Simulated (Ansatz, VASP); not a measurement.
## Ge: VASP beside Ansatz

```
Ge
1.0
     0.00023    2.76315   -0.00065
    -0.00163   -0.00151    5.31631
     5.51840    0.00038   -0.00224
Ge
4
Direct
  0.50046 0.25018 0.24987
  0.49958 0.75017 0.25006
  0.50113 0.24984 0.74996
  0.49883 0.74981 0.75010
```

Change from the starting cell: cell x4, atoms moved at random (sigma 0.05 Å) and cell strained at random (1.5 %), then relaxed without symmetry.

Alike in both runs: functional PBE; k mesh 8 × 4 × 4; occupations gaussian, width 0.2 eV; no spin polarisation.

Ansatz relaxed the structure, and its values are those at the end. VASP's run is a single point on that final structure, the one shown.

```csv
,VASP,Ansatz
version,VASP 6.6.1,Ansatz 0.2.0
potentials or method,"VASP PAW PBE potentials, release 64 (Ge_d), cutoff 520 eV","scalar-relativistic, plane waves, PAW"
valence electrons in the cell,56,56
```

|  | VASP | Ansatz | Ansatz less VASP |
| --- | --- | --- | --- |
| gap on the k mesh at the Fermi level (eV) | none | none | - |
| pressure (GPa) | -0.1 | -0.1 | +0.08 |

A gap of «none» marks a metal or a gap that the smearing closes.
